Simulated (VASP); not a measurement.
Here is a VASP 6.6.1 calculation.

The input POSCAR:

```
BaTiO3
1.0
    2.6950526130      1.5559893516      2.2629687754
   -2.6950526130      1.5559893516      2.2629687754
    0.0000000000     -3.1119787032      2.2629687754
Ba Ti O
1 1 3
Direct
    0.9999656897      0.9999656897      0.9999656897
    0.5077048750      0.5077048750      0.5077048750
    0.4922539385      0.4922539385      0.9865215584
    0.4922539385      0.9865215584      0.4922539385
    0.9865215584      0.4922539385      0.4922539385
```

Contents of INCAR.step1:

```
SYSTEM = BaTiO3
PREC     = Accurate       ! precision mode
ENCUT    = 520            ! plane-wave cutoff, eV
ISMEAR   = 0              ! smearing method
SIGMA    = 0.05           ! smearing width, eV
LREAL    = .FALSE.        ! projectors in reciprocal space
LASPH    = .TRUE.         ! aspherical terms in the spheres
NELM     = 150            ! most SCF steps
LMAXMIX  = 4              ! l up to which the mixer works
LDAU     = .TRUE.         ! DFT+U
LDAUTYPE = 2            
LDAUL    = -1 2 -1        ! shell
LDAUU    = 0 4 0          ! U, eV
LDAUJ    = 0 0 0        
NBANDS   = 28             ! bands
GGA      = PE             ! functional
ALGO     = Normal         ! electronic algorithm
EDIFF    = 1E-4           ! SCF threshold, eV
LWAVE    = .TRUE.         ! write WAVECAR
LCHARG   = .FALSE.        ! write CHGCAR
```

INCAR.step2

```
SYSTEM = BaTiO3
PREC     = Accurate       ! precision mode
ENCUT    = 520            ! plane-wave cutoff, eV
EDIFF    = 1E-6           ! SCF threshold, eV
ISMEAR   = 0              ! smearing method
SIGMA    = 0.05           ! smearing width, eV
LREAL    = .FALSE.        ! projectors in reciprocal space
LASPH    = .TRUE.         ! aspherical terms in the spheres
NELM     = 150            ! most SCF steps
ALGO     = Normal         ! electronic algorithm
ISIF     = 2              ! what is computed and relaxed
LWAVE    = .FALSE.        ! write WAVECAR
LCHARG   = .TRUE.         ! write CHGCAR
LMAXMIX  = 4              ! l up to which the mixer works
LDAU     = .TRUE.         ! DFT+U
LDAUTYPE = 2            
LDAUL    = -1 2 -1        ! shell
LDAUU    = 0 4 0          ! U, eV
LDAUJ    = 0 0 0        
LDAUPRINT= 1            
METAGGA  = R2SCAN         ! meta-GGA
LMIXTAU  = .TRUE.       
LELF     = .TRUE.         ! ELF
LVHAR    = .TRUE.       
NBANDS   = 28             ! bands
ISTART   = 1
```

Contents of KPOINTS:

```
Automatic mesh
0
G
  6 6 6
  0 0 0
```

Potentials or basis: VASP PAW PBE potentials, release 64 (Ba_sv, Ti_sv, O).

Launch:

```sh
$ cat potpaw_PBE.64/Ba_sv/POTCAR potpaw_PBE.64/Ti_sv/POTCAR potpaw_PBE.64/O/POTCAR > POTCAR
$ cp INCAR.step1 INCAR
$ mpirun -np 1 vasp_std > vasp.out
$ cp INCAR.step2 INCAR
$ mpirun -np 1 vasp_std > vasp.out
```

(1) Estimate the pressure.

(2) Predict the band gap on the k mesh.

(3) Estimate the largest force.

## Answers

(1) 36.0 GPa.

(2) 3.21 eV (least direct gap 3.32 eV).

(3) 1.668 eV/Å.

Caveat: the cell differs from its parent crystal (strain -0.050 along x and y, -0.025 along z); the cell stands under pressure; the PAW data sets were made with another functional, which shifts forces and pressure a little; spin-orbit coupling is left out, which moves the levels of the heavy elements.
